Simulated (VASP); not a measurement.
# Si2Ni (Fm-3m) in VASP: further runs

Runs on Si2Ni. Level: PBE. Tasks: single point.

All numbers are computed with VASP 6.6.1; they aren't measurements. Logs are shortened: lines on timing, memory, paths and dates and some standing lists are left out, and cuts for length are marked.

### Step 1. The cell of the first run

It takes space group Fm-3m (No. 225, cubic). The conventional cell has a = 5.335 Å, b = 5.335 Å, c = 5.335 Å, α = 90.00°, β = 90.00°, γ = 90.00°. Si (site symmetry -43m) has 4 Ni at 2.31 Å and 6 Si at 2.67 Å within 3.1 Å. Within 3.1 Å of Ni (site symmetry m-3m) lie 8 Si at 2.31 Å.

### Step 2. Single point, PBE, collinear spin, ferromagnetic start

Contents of INCAR:

```
SYSTEM = Si2Ni
PREC = Accurate
ENCUT = 520
EDIFF = 1E-7
ISMEAR = 0
SIGMA = 0.15
LREAL = .False.
LASPH = .True.
NELM = 150
ALGO = Normal
ISIF = 2
LWAVE = .False.
LCHARG = .False.
ISPIN = 2
MAGMOM = 0 0 0.75
LORBIT = 11
NUPDOWN = 0.75
LMAXMIX = 4
GGA = PE
NBANDS = 20
```

Contents of KPOINTS:

```
Automatic mesh
0
Gamma
  14 14 14
  0 0 0
```

Contents of POSCAR:

```
Si2Ni
1.0
    0.0000000000      2.6675821510      2.6675821510
    2.6675821510      0.0000000000      2.6675821510
    2.6675821510      2.6675821510      0.0000000000
Si Ni
2 1
Direct
    0.2500000000      0.2500000000      0.2500000000
    0.7500000000      0.7500000000      0.7500000000
    0.0000000000      0.0000000000      0.0000000000
```

Potentials or basis: VASP PAW PBE potentials, release 64 (Si, Ni).

The run is started by

```console
cat potpaw_PBE.64/Si/POTCAR potpaw_PBE.64/Ni/POTCAR > POTCAR
mpirun -np 1 vasp_std > vasp.out
```

OUTCAR:

```text
SYSTEM = Si2Ni
   PREC = Accurate
   ENCUT = 520
   EDIFF = 1E-7
   ISMEAR = 0
   LREAL = .False.
   LASPH = .True.
   NELM = 150
   ISIF = 2
   ISPIN = 2
   LORBIT = 11
   NUPDOWN = 0.75
   GGA = PE

 ion  position               nearest neighbor table
   1  0.250  0.250  0.250-   3 2.31   3 2.31   3 2.31   3 2.31   2 2.67   2 2.67   2 2.67   2 2.67
                             2 2.67   2 2.67
   2  0.750  0.750  0.750-   3 2.31   3 2.31   3 2.31   3 2.31   1 2.67   1 2.67   1 2.67   1 2.67
                             1 2.67   1 2.67
   3  0.000  0.000  0.000-   1 2.31   2 2.31   2 2.31   2 2.31   2 2.31   1 2.31   1 2.31   1 2.31

  LATTYP: Found a face centered cubic cell.
 ALAT       =     5.3351643020

  Lattice vectors:

 A1 = (   0.0000000000,   2.6675821510,   2.6675821510)
 A2 = (   2.6675821510,   0.0000000000,   2.6675821510)
 A3 = (   2.6675821510,   2.6675821510,   0.0000000000)

Analysis of symmetry for initial positions (statically):
=====================================================================
 Subroutine PRICEL returns:
 Original cell was already a primitive cell.

 Routine SETGRP: Setting up the symmetry group for a
 face centered cubic supercell.

 Subroutine GETGRP returns: Found 48 space group operations
 (whereof 48 operations were pure point group operations)
 out of a pool of 48 trial point group operations.

The static configuration has the point symmetry O_h .

Analysis of symmetry for dynamics (positions and initial velocities):
=====================================================================
 Subroutine PRICEL returns:
 Original cell was already a primitive cell.

 Routine SETGRP: Setting up the symmetry group for a
 face centered cubic supercell.

 Subroutine GETGRP returns: Found 48 space group operations
 (whereof 48 operations were pure point group operations)
 out of a pool of 48 trial point group operations.

The dynamic configuration has the point symmetry O_h .

Analysis of structural, dynamic, and magnetic symmetry:
=====================================================================
 Subroutine PRICEL returns:
 Original cell was already a primitive cell.

 Routine SETGRP: Setting up the symmetry group for a
 face centered cubic supercell.

 Subroutine GETGRP returns: Found 48 space group operations
 (whereof 48 operations were pure point group operations)
 out of a pool of 48 trial point group operations.

The overall configuration has the point symmetry O_h .

 Subroutine INISYM returns: Found 48 space group operations
 (whereof 48 operations are pure point group operations),
 and found     1 'primitive' translations

----------------------------------------------------------------------------------------

                                     Primitive cell

  volume of cell :      37.9650

  direct lattice vectors                    reciprocal lattice vectors
     0.000000000  2.667582151  2.667582151    -0.187435652  0.187435652  0.187435652
     2.667582151  0.000000000  2.667582151     0.187435652 -0.187435652  0.187435652
     2.667582151  2.667582151  0.000000000     0.187435652  0.187435652 -0.187435652

  length of vectors
     3.772530857  3.772530857  3.772530857     0.324648073  0.324648073  0.324648073

  position of ions in fractional coordinates (direct lattice)
     0.250000000  0.250000000  0.250000000
     0.750000000  0.750000000  0.750000000
     0.000000000  0.000000000  0.000000000

  ion indices of the primitive-cell ions
   primitive index   ion index
                 1           1
                 2           2
                 3           3

----------------------------------------------------------------------------------------

 KPOINTS: Automatic mesh

Automatic generation of k-mesh.
 Grid dimensions read from file:
 generate k-points for:   14   14   14

 Generating k-lattice:

  Cartesian coordinates                     Fractional coordinates (reciprocal lattice)
    -0.013388261  0.013388261  0.013388261     0.071428571  0.000000000  0.000000000
     0.013388261 -0.013388261  0.013388261     0.000000000  0.071428571  0.000000000
     0.013388261  0.013388261 -0.013388261     0.000000000  0.000000000  0.071428571

  Length of vectors
     0.023189148  0.023189148  0.023189148

  Shift w.r.t. Gamma in fractional coordinates (k-lattice)
     0.000000000  0.000000000  0.000000000

 Subroutine IBZKPT returns following result:
 ===========================================

 Found    104 irreducible k-points:

 Following reciprocal coordinates:
            Coordinates               Weight
  0.000000  0.000000  0.000000      1.000000
  0.071429  0.000000  0.000000      8.000000
  0.142857  0.000000  0.000000      8.000000
  0.214286  0.000000  0.000000      8.000000
  0.285714  0.000000  0.000000      8.000000
  0.357143  0.000000  0.000000      8.000000
[... 16 lines left out ...]
  0.214286  0.142857  0.000000     24.000000
  0.285714  0.142857  0.000000     24.000000
 [... further k-points ...]
   k-points           NKPTS =    104   k-points in BZ     NKDIM =    104   number of bands    NBANDS=     20
   number of dos      NEDOS =    301   number of ions     NIONS =      3
   total plane-waves  NPLWV =  21952
   dimension x,y,z NGX =    28 NGY =   28 NGZ =   28
   dimension x,y,z NGXF=    56 NGYF=   56 NGZF=   56
   ions per type =               2   1
   NGX,Y,Z   is equivalent  to a cutoff of  12.34, 12.34, 12.34 a.u.
   NGXF,Y,Z  is equivalent  to a cutoff of  24.68, 24.68, 24.68 a.u.
 SYSTEM =  Si2Ni
   PREC   = accura    normal or accurate (medium, high low for compatibility)
   ISTART =      0    job   : 0-new  1-cont  2-samecut
   ICHARG =      2    charge: 1-file 2-atom 10-const
   ISPIN  =      2    spin polarized calculation?
   LNONCOLLINEAR =      F non collinear calculations
   LSORBIT =      F    spin-orbit coupling
   LASPH  =      T    aspherical Exc in radial PAW
   ENCUT  =  520.0 eV  38.22 Ry    6.18 a.u.   7.01  7.01  7.01*2*pi/ulx,y,z
   NELM   =    150;   NELMIN=  2; NELMDL= -5     # of ELM steps
   EDIFF  = 0.1E-06   stopping-criterion for ELM
   LREAL  =      F    real-space projection
   EDIFFG = 0.1E-05   stopping-criterion for IOM
   NSW    =      0    number of steps for IOM
   IBRION =     -1    ionic relax: 0-MD 1-quasi-New 2-CG
   NFREE  =      0    steps in history (QN), initial steepest desc. (CG)
   ISIF   =      2    stress and relaxation
   ISYM   =      2    0-nonsym 1-usesym 2-fastsym
   POTIM  = 0.5000    time-step for ionic-motion
   TEBEG  =    0.0;   TEEND  =   0.0 temperature during run
   PSTRESS=    0.0 pullay stress
   NELECT =      18.0000    total number of electrons
   NUPDOWN=       0.7500    fix difference up-down
   EMIN   =  10.00;   EMAX   =-10.00  energy-range for DOS
   EFERMI =   0.00;   METHOD = LEGACY
   ISMEAR =     0;   SIGMA  =   0.15  broadening in eV -4-tet -1-fermi 0-gaus
   EFERMI_NEDOS =   21; number of points for ismear=-14 and -15
   IALGO  =     38    algorithm
   IMIX   =      4    mixing-type and parameters
     AMIX     =   0.40;   BMIX     =  1.00
     AMIX_MAG =   1.60;   BMIX_MAG =  1.00
  volume/ion in A,a.u.               =      12.66        85.40
  Fermi-wavevector in a.u.,A,eV,Ry     =   1.276550  2.412330 22.171784  1.629580
  Thomas-Fermi vector in A             =   2.409200
   LORBIT       =     11    0 simple, 1 ext, 2 COOP (PROOUT), +10 PAW based schemes
   GGA     = PE    functional components
   LHFCALC =     F    Hartree Fock is set to
   AEXX    =    0.0000 exact exchange contribution
   IVDW    =     0    specifies the selected vdW correction
   LEPSILON=     F    determine dielectric tensor
   LRPA    =     F    only Hartree local field effects (RPA)
 spin polarized calculation
 Gauss-broadening in eV      SIGMA  =   0.15
  energy-cutoff  :      520.00
  volume of cell :       37.97
 maximum number of plane-waves:      1034
   NGX = 13   NGY = 13   NGZ = 13

 number of electron      17.9999990 magnetization       0.7499999

 Free energy of the ion-electron system (eV)
  ---------------------------------------------------
  ext. energy  EPLUGINS =         0.00000000
  ---------------------------------------------------
  free energy    TOTEN  =       -16.98953033 eV

  energy without entropy =      -16.97983233  energy(sigma->0) =      -16.98468133

 E-fermi :   9.9249     XC(G=0): -11.7740

 val. band max:       11.6220870158   @ k =   0.4286   0.2143   0.0714
 cond. band min:      10.0170571648   @ k =   0.4286   0.1429   0.0714
 fundamental gap:     -1.6050298510
 Fermi energy:        11.6402890042

 spin component 1

 k-point     1 :       0.0000    0.0000    0.0000
  band No.  band energies     occupation
      1      -3.2924      1.00000
      2       5.4270      1.00000
      3       5.4270      1.00000
      4       5.4270      1.00000
      5       7.1913      1.00000
      6       7.1913      1.00000
[... 12 lines left out ...]
     19      20.2167      0.00000
     20      24.4754      0.00000

 k-point     2 :       0.0714    0.0000    0.0000
  band No.  band energies     occupation
      1      -3.2145      1.00000
      2       5.2830      1.00000
      3       5.4520      1.00000
      4       5.4520      1.00000
      5       7.1762      1.00000
      6       7.1762      1.00000
[... 12 lines left out ...]
     19      20.5716      0.00000
     20      24.7301      0.00000
[... 465 lines left out ...]
      3       5.5232      1.00000
      4       5.5475      1.00000
      5       6.7712      1.00000
      6       7.2999      1.00000
[... 12 lines left out ...]
     19      22.9491      0.00000
     20      26.8429      0.00000

 k-point    24 :       0.2857    0.1429    0.0000
  band No.  band energies     occupation
      1      -2.1635      1.00000
      2       3.9581      1.00000
      3       5.6046      1.00000
      4       5.6439      1.00000
      5       6.6481      1.00000
      6       7.3296      1.00000
[... 12 lines left out ...]
     19      24.4184      0.00000
     20      26.6325      0.00000

 [... further k-points ...]

 spin component 2

 k-point     1 :       0.0000    0.0000    0.0000
  band No.  band energies     occupation
      1      -3.0863      1.00000
      2       5.7276      1.00000
      3       5.7276      1.00000
      4       5.7276      1.00000
      5       7.4313      1.00000
      6       7.4313      1.00000
[... 12 lines left out ...]
     19      20.4257      0.00000
     20      24.6690      0.00000

 k-point     2 :       0.0714    0.0000    0.0000
  band No.  band energies     occupation
      1      -3.0082      1.00000
      2       5.5773      1.00000
      3       5.7528      1.00000
      4       5.7528      1.00000
      5       7.4160      1.00000
      6       7.4160      1.00000
[... 12 lines left out ...]
     19      20.7803      0.00000
     20      24.9249      0.00000
[... 465 lines left out ...]
      3       5.8145      1.00000
      4       5.8418      1.00000
      5       7.0044      1.00000
      6       7.5426      1.00000
[... 12 lines left out ...]
     19      23.1545      0.00000
     20      27.0532      0.00000

 k-point    24 :       0.2857    0.1429    0.0000
  band No.  band energies     occupation
      1      -1.9562      1.00000
      2       4.2142      1.00000
      3       5.8925      1.00000
      4       5.9373      1.00000
      5       6.8823      1.00000
      6       7.5766      1.00000
[... 12 lines left out ...]
     19      24.6276      0.00000
     20      26.8632      0.00000

 [... further k-points ...]

------------------------ aborting loop because EDIFF is reached ----------------------------------------

  FORCE on cell =-STRESS in cart. coord.  units (eV):
  Direction    XX          YY          ZZ          XY          YZ          ZX
  --------------------------------------------------------------------------------------
  -------------------------------------------------------------------------------------
  Total        3.0254810      3.0254810      3.0254810     -0.0000000     -0.0000000     -0.0000000
  in kB      127.6796258    127.6796258    127.6796258     -0.0000000     -0.0000000     -0.0000000
  external PRESSURE =     127.6796258 kB  Pullay stress =       0.0000000 kB

 VOLUME and BASIS-vectors are now :
 -----------------------------------------------------------------------------
  energy-cutoff  :      520.00
  volume of cell :       37.97
      direct lattice vectors                 reciprocal lattice vectors
     0.000000000  2.667582151  2.667582151    -0.187435652  0.187435652  0.187435652
     2.667582151  0.000000000  2.667582151     0.187435652 -0.187435652  0.187435652
     2.667582151  2.667582151  0.000000000     0.187435652  0.187435652 -0.187435652

 POSITION                                       TOTAL-FORCE (eV/Angst)
 -----------------------------------------------------------------------------------
      1.33379      1.33379      1.33379         0.000000      0.000000     -0.000000
      4.00137      4.00137      4.00137         0.000000     -0.000000      0.000000
      0.00000      0.00000      0.00000        -0.000000     -0.000000     -0.000000
 -----------------------------------------------------------------------------------
    total drift:                               -0.000000     -0.000000      0.000000

  FREE ENERGIE OF THE ION-ELECTRON SYSTEM (eV)
  ---------------------------------------------------
  free  energy   TOTEN  =       -16.9895303280 eV

  energy  without entropy=      -16.9798323313  energy(sigma->0) =      -16.98468133

 total charge

# of ion       s       p       d       tot
------------------------------------------
    1        0.748   0.867   0.000   1.615
    2        0.748   0.867   0.000   1.615
    3        0.582   0.833   8.487   9.902
--------------------------------------------------
tot          2.078   2.566   8.487  13.132

 magnetization (x)

# of ion       s       p       d       tot
------------------------------------------
    1        0.051   0.046   0.000   0.097
    2        0.051   0.046   0.000   0.097
    3        0.004   0.050   0.296   0.349
--------------------------------------------------
tot          0.106   0.141   0.296   0.543
```

Wall time 2.3 min (1 thread of Intel Xeon 6975P-C (Granite Rapids), shared host); peak memory 0.25 GiB.

Results:

```yaml
Free_energy: -16.9895 eV
Pressure: 12.8 GPa
Net_moment: 0.75 μB per cell
Site_moments: Si +0.10; Ni +0.35 μB
Valence_electrons_inside_the_program's_atomic_spheres: Si 1.61; Ni 9.90
```

Caveat: the total moment is fixed, so each spin has its own Fermi level.

[end of part 1 of 2]
